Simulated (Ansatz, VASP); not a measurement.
SnO in VASP and in Ansatz

File INCAR:

```
ALGO     = Normal         # electronic algorithm
EDIFF    = 1E-7           # SCF threshold, eV
ENCUT    = 520            # plane-wave cutoff, eV
GGA      = CA             # functional
ISIF     = 2              # what is computed and relaxed
ISMEAR   = 0              # smearing method
LASPH    = True           # aspherical terms in the spheres
LCHARG   = False          # write CHGCAR
LREAL    = False          # projectors in reciprocal space
LWAVE    = False          # write WAVECAR
NBANDS   = 50             # bands
NELM     = 60             # most SCF steps
PREC     = Accurate       # precision mode
SIGMA    = 0.01           # smearing width, eV
```

File KPOINTS:

```
k-points
0
Gamma
  6 6 2
```

The input POSCAR:

```
SnO
1.0
    2.7369120000     -2.7377960000      0.0000000000
    2.7369120000      2.7377960000      0.0000000000
    0.0000000000      0.0000000000     10.2219600000
Sn O
4 4
Direct
    0.7365470000      0.2634530000      0.8638580000
    0.2634530000      0.7365470000      0.1361420000
    0.7634530000      0.2365470000      0.3638580000
    0.2365470000      0.7634530000      0.6361420000
    0.2619440000      0.2380560000      0.2500000000
    0.7380560000      0.7619440000      0.7500000000
    0.2380560000      0.2619440000      0.7500000000
    0.7619440000      0.7380560000      0.2500000000
```

Input for Ansatz:

```yaml
crystal:
  lattice:
    - [2.736912, -2.737796, 0.0]
    - [2.736912, 2.737796, 0.0]
    - [0.0, 0.0, 10.22196]
  atoms:
    - { symbol: Sn, position: [0.736547, 0.26345299999999994, 0.863858] }
    - { symbol: Sn, position: [0.263453, 0.736547, 0.136142] }
    - { symbol: Sn, position: [0.763453, 0.23654699999999995, 0.363858] }
    - { symbol: Sn, position: [0.23654699999999998, 0.763453, 0.636142] }
    - { symbol: O, position: [0.261944, 0.238056, 0.25] }
    - { symbol: O, position: [0.738056, 0.761944, 0.75] }
    - { symbol: O, position: [0.238056, 0.261944, 0.75] }
    - { symbol: O, position: [0.7619439999999998, 0.738056, 0.25] }
kpoints:
  mp_grid:
    grid: [6, 6, 2]
  band_path:
    path:
      - [0.0, 0.0, 0.0]
      - [-0.004355930736075254, -0.004355930736075254, 0.0]
      - [0.004355930736075254, 0.004355930736075254, 0.0]
      - [0.004357337665772187, -0.004357337665772187, 0.0]
      - [-0.004357337665772187, 0.004357337665772187, 0.0]
      - [0.0, 0.0, -0.016268754620876305]
      - [0.0, 0.0, 0.016268754620876305]
      - [-1.406929696932525e-06, 0.00871326840184744, 0.0]
      - [0.00871326840184744, -1.406929696932525e-06, 0.0]
      - [-0.00871326840184744, 1.406929696932525e-06, 0.0]
      - [1.406929696932525e-06, -0.00871326840184744, 0.0]
      - [0.004355930736075254, 0.004355930736075254, 0.016268754620876305]
      - [0.004355930736075254, 0.004355930736075254, -0.016268754620876305]
      - [-0.004355930736075254, -0.004355930736075254, 0.016268754620876305]
      - [-0.004355930736075254, -0.004355930736075254, -0.016268754620876305]
      - [-0.004357337665772187, 0.004357337665772187, 0.016268754620876305]
      - [-0.004357337665772187, 0.004357337665772187, -0.016268754620876305]
      - [0.004357337665772187, -0.004357337665772187, 0.016268754620876305]
      - [0.004357337665772187, -0.004357337665772187, -0.016268754620876305]
    npoints: 1
hamiltonian:
  xc: lda
scf:
  occupations:
    method: fixed
```

Alike in both runs: task single point; functional LDA; k mesh 6 × 6 × 2; no spin polarisation.

|  | VASP | Ansatz |
| --- | --- | --- |
| version | VASP 6.6.1 | Ansatz 0.2.0 |
| potentials or method | VASP PAW LDA potentials, release 64 (Sn_d, O) | plane waves, PAW |
| plane-wave cutoff (eV) | 520 | 420 |
| occupations | gaussian, width 0.01 eV | fixed |
| valence electrons in the cell | 80 | 80 |

VASP gave:

```
gap on the k mesh at the Fermi level (eV) : 0.57
```

Q: Estimate Ansatz's values.

A: gap on the k mesh at the Fermi level (eV): 0.58.

LDA's correlation is that of Perdew and Zunger in VASP and of Perdew and Wang (1992) in Ansatz.
